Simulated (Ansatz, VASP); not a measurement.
# C in VASP and in Ansatz

```xyz
4
Lattice="2.4559 0.0000 0.0000 -1.2280 2.1269 0.0000 0.0000 0.0000 7.0106" Properties=species:S:1:pos:R:3 pbc="T T T"
C     1.2280    2.1269    1.7527
C     0.0000    0.0000    5.2580
C     0.0000    1.4179    1.7527
C     1.2280    0.7090    5.2580
```

Alike in both runs: task single point; functional r2SCAN; k mesh 15 × 15 × 5; occupations fermi-dirac, width 0.3 eV; no spin polarisation.

```csv
,VASP,Ansatz
version,VASP 6.6.1,Ansatz 0.2.0
potentials or method,"VASP PAW PBE potentials, release 64 (C), cutoff 520 eV","plane waves (500 eV) with PAW, scalar-relativistic"
valence electrons in the cell,16,16
```

|  | VASP | Ansatz | Ansatz less VASP |
| --- | --- | --- | --- |
| pressure (GPa) | 0.7 | 0.1 | -0.64 |
| traceless stress, the component that is largest in VASP (GPa) | -0.72 | 0.03 | +0.755 |

VASP's potentials were made for PBE, not for r2SCAN.
